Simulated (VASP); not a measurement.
A run of VASP 6.6.1:

POSCAR

```
Cu
1.0
   -1.4644352198      1.4644352198      1.4173638935
    1.4644352198     -1.4644352198      1.4173638935
    1.4644352198      1.4644352198     -1.4173638935
Cu
1
Direct
    0.0000000000      0.0000000000      0.0000000000
```

Contents of INCAR.step1:

```
SYSTEM = Cu
PREC     = Accurate       ! precision mode
ENCUT    = 520            ! plane-wave cutoff, eV
ISMEAR   = 0              ! smearing method
SIGMA    = 0.15           ! smearing width, eV
LREAL    = .FALSE.        ! projectors in reciprocal space
LASPH    = .TRUE.         ! aspherical terms in the spheres
NELM     = 80             ! most SCF steps
NBANDS   = 12             ! bands
GGA      = PE             ! functional
ALGO     = Normal         ! electronic algorithm
EDIFF    = 1E-4           ! SCF threshold, eV
LWAVE    = .TRUE.         ! write WAVECAR
LCHARG   = .FALSE.        ! write CHGCAR
```

INCAR.step2

```
SYSTEM = Cu
PREC     = Accurate       ! precision mode
ENCUT    = 520            ! plane-wave cutoff, eV
EDIFF    = 1E-6           ! SCF threshold, eV
ISMEAR   = 0              ! smearing method
SIGMA    = 0.15           ! smearing width, eV
LREAL    = .FALSE.        ! projectors in reciprocal space
LASPH    = .TRUE.         ! aspherical terms in the spheres
NELM     = 80             ! most SCF steps
ALGO     = Normal         ! electronic algorithm
ISIF     = 2              ! what is computed and relaxed
LWAVE    = .FALSE.        ! write WAVECAR
LCHARG   = .TRUE.         ! write CHGCAR
METAGGA  = R2SCAN         ! meta-GGA
LMIXTAU  = .TRUE.       
LELF     = .TRUE.         ! ELF
LVHAR    = .TRUE.       
NBANDS   = 12             ! bands
ISTART   = 1
```

The input KPOINTS:

```
Automatic mesh
0
G
  24 24 24
  0 0 0
```

Potentials or basis: VASP PAW PBE potentials, release 64 (Cu).

Run with:

```sh
$ cat potpaw_PBE.64/Cu/POTCAR > POTCAR
$ cp INCAR.step1 INCAR
$ mpirun -np 1 vasp_std > vasp.out
$ cp INCAR.step2 INCAR
$ mpirun -np 1 vasp_std > vasp.out
```

Hardware: 1 thread of Intel(R) Xeon(R) Platinum 8488C (Sapphire Rapids), on a shared host.

Question: Estimate the wall time of this run.

Answer: Wall time 5.4 min on 1 thread of Intel(R) Xeon(R) Platinum 8488C (Sapphire Rapids), with other jobs on the host, peak memory 0.26 GiB. Counts: k points 1063.
